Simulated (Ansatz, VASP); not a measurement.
One calculation of AlN, two programs

File INCAR:

```
PREC = Accurate
ENCUT = 520
EDIFF = 1E-7
ISMEAR = 0
SIGMA = 0.05
LREAL = False
LASPH = True
NELM = 80
ALGO = Normal
ISIF = 2
LWAVE = False
LCHARG = False
GGA = PE
NBANDS = 26
```

File KPOINTS:

```
regular mesh
0
Gamma
  8 6 4
```

POSCAR

```
AlN
1.0
   -1.6567491617      2.8695737234      0.0000000000
    0.0000000000      0.0000000000      4.1874629526
    4.9702474850      2.8695737234      0.0000000000
Al N
4 4
Direct
    0.2922205668      0.7500000000      0.1988102569
    0.0000000000      0.7500000000      0.6666666667
    0.0000000000      0.2500000000      0.3333333333
    0.5000000000      0.2500000000      0.8333333333
    0.5000000000      0.2500000000      0.1666666667
    0.0000000000      0.2500000000      0.6666666667
    0.0000000000      0.7500000000      0.3333333333
    0.5000000000      0.7500000000      0.8333333333
```

Input for Ansatz:

```yaml
crystal:
  lattice:
    - [-1.6567491617, 2.8695737234, 0.0]
    - [0.0, 0.0, 4.1874629526]
    - [4.970247485, 2.8695737234, 0.0]
  atoms:
    - { symbol: Al, position: [0.2922205668, 0.75, 0.1988102569] }
    - { symbol: Al, position: [0.0, 0.75, 0.6666666667] }
    - { symbol: Al, position: [0.0, 0.25, 0.3333333333] }
    - { symbol: Al, position: [0.5, 0.25, 0.8333333333] }
    - { symbol: "N", position: [0.5, 0.25, 0.1666666667] }
    - { symbol: "N", position: [0.0, 0.25, 0.6666666667] }
    - { symbol: "N", position: [0.0, 0.75, 0.3333333333] }
    - { symbol: "N", position: [0.5, 0.75, 0.8333333333] }
basis:
  ecutwfc: 420
kpoints:
  mp_grid: { grid: [8, 6, 4] }
hamiltonian:
  xc: pbe
  pseudopotentials: { kind: paw, azcp: { folder: soft_1 } }
scf:
  occupations: { method: gaussian, width: 0.05 }
output:
  forces: true
  stress: true
  eigenvalues: true
```

Alike in both runs: task single point; functional PBE; k mesh 8 × 6 × 4; occupations gaussian, width 0.05 eV; no spin polarisation.

|  | VASP | Ansatz |
| --- | --- | --- |
| version | VASP 6.6.1 | Ansatz 0.2.0 |
| potentials or method | VASP PAW PBE potentials, release 64 (Al, N), cutoff 520 eV | scalar-relativistic, plane waves, PAW |
| valence electrons in the cell | 32 | 32 |

|  | VASP | Ansatz | Ansatz less VASP |
| --- | --- | --- | --- |
| gap on the k mesh at the Fermi level (eV) | 2.88 | 2.88 | -0.002 |
| least direct gap on the mesh (eV) | 2.88 | 2.88 | -0.002 |
| rms of the force components (eV/Å) | 14.950 | 15.594 | +0.6449 |

Atom by atom the forces differ by 0.646 eV/Å (rms over components).
